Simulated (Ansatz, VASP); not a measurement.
BaTe in VASP and in Ansatz

Contents of POSCAR:

```
BaTe
1.0
    0.0000000000      3.7362055650      3.5323868441
    3.7362055650      0.0000000000      3.5323868441
    3.7362055650      3.7362055650      0.0000000000
Ba Te
1 1
Direct
    0.0000000000      0.0000000000      0.0000000000
    0.5000000000      0.5000000000      0.5000000000
```

File INCAR.step1:

```
PREC = Accurate
ENCUT = 520
ISMEAR = 0
SIGMA = 0.01
LREAL = False
LASPH = True
NELM = 80
NBANDS = 15
GGA = PE
ALGO = Normal
EDIFF = 1E-4
LWAVE = True
LCHARG = False
```

Contents of INCAR.step2:

```
PREC = Accurate
ENCUT = 520
EDIFF = 1E-6
ISMEAR = 0
SIGMA = 0.01
LREAL = False
LASPH = True
NELM = 80
ALGO = Normal
ISIF = 2
LWAVE = False
LCHARG = True
METAGGA = R2SCAN
LMIXTAU = True
LELF = True
LVHAR = True
NBANDS = 15
ISTART = 1
```

File KPOINTS:

```
regular mesh
0
Gamma
  6 6 6
```

Input for Ansatz:

```yaml
crystal:
  lattice:
    - [0.0, 3.736205565, 3.5323868441]
    - [3.736205565, 0.0, 3.5323868441]
    - [3.736205565, 3.736205565, 0.0]
  atoms:
    - { symbol: Ba, position: [0.0, 0.0, 0.0] }
    - { symbol: Te, position: [0.5, 0.5, 0.5] }
kpoints:
  mp_grid: { grid: [6, 6, 6] }
  band_path:
    path:
      - [0.0, 0.0, 0.0]
      - [0.5, 0.0, 0.5]
      - [0.625, 0.25, 0.625]
      - [0.375, 0.375, 0.75]
      - [0.5, 0.5, 0.5]
      - [0.5, 0.25, 0.75]
      - [0.5, 0.5, 0.0]
    npoints: 1
hamiltonian:
  xc: r2scan
scf:
  occupations: { method: fixed }
  n_extra_bands: 4
output:
  forces: true
  stress: true
  eigenvalues: true
```

Change from the starting cell: biaxial_xy strain +5.8%.

Alike in both runs: task single point; functional r2SCAN; k mesh 6 × 6 × 6; no spin polarisation.

|  | VASP | Ansatz |
| --- | --- | --- |
| version | VASP 6.6.1 | Ansatz 0.2.0 |
| potentials or method | VASP PAW PBE potentials, release 64 (Ba_sv, Te) | plane waves, PAW |
| plane-wave cutoff (eV) | 520 | 500 |
| occupations | gaussian, width 0.01 eV | fixed |
| valence electrons in the cell | 16 | 26 |

```tsv
	VASP	Ansatz	Ansatz less VASP
gap on the k mesh at the Fermi level (eV)	2.05	2.11	+0.061
pressure (GPa)	-2.3	-2.5	-0.22
traceless stress, the component that is largest in VASP (GPa)	1.55	1.44	-0.105
```

VASP's potentials were made for PBE, not for r2SCAN. VASP's potentials hold 16 valence electrons a cell and Ansatz's 26, so a difference there can come from the potentials and not from the codes.

Spin-orbit coupling is off throughout.
